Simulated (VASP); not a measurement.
Wanted: the native input for a VASP 6.6.1 run.

```
Task                   : single point
Functional             : PBE
Potentials or basis    : VASP PAW PBE potentials, release 64 (Re)
Cutoff                 : 520 eV
k mesh                 : 12 × 12 × 16
Occupations            : gaussian, width 0.1 eV
Spin                   : no spin polarisation
Dipole correction      : no
Further INCAR settings : ALGO = Fast; EDIFF = 1e-06; NBANDS = 18
```

The structure of Re lies in POSCAR:

```
Re
1.0
    4.3794675663      0.0000000000      0.0000000000
   -2.1897337832      3.7927301675      0.0000000000
    0.0000000000      0.0000000000      2.7445154801
Re
3
Direct
    0.0000000000      0.0000000000      0.0000000000
    0.3333333333      0.6666666667      0.5000000000
    0.6666666667      0.3333333333      0.5000000000
```

The input as run:

INCAR

```
SYSTEM = Re
PREC     = Accurate       ! precision mode
ENCUT    = 520            ! plane-wave cutoff, eV
EDIFF    = 1E-6           ! SCF threshold, eV
ISMEAR   = 0              ! smearing method
SIGMA    = 0.1            ! smearing width, eV
LREAL    = .FALSE.        ! projectors in reciprocal space
LASPH    = .TRUE.         ! aspherical terms in the spheres
NELM     = 60             ! most SCF steps
ALGO     = Fast           ! electronic algorithm
ISIF     = 2              ! what is computed and relaxed
LWAVE    = .FALSE.        ! write WAVECAR
LCHARG   = .FALSE.        ! write CHGCAR
GGA      = PE             ! functional
NBANDS   = 18             ! bands
```

KPOINTS

```
regular mesh
0
G
  12 12 16
  0 0 0
```

Potentials or basis: VASP PAW PBE potentials, release 64 (Re).

Command:

```sh
$ cat potpaw_PBE.64/Re/POTCAR > POTCAR
$ mpirun -np 1 vasp_std > vasp.out
```

It gave:

The pressure is -0.8 GPa.

Wall time 59 s on 1 thread of Intel(R) Xeon(R) 6975P-C (Granite Rapids) (shared host), peak memory 0.25 GiB.
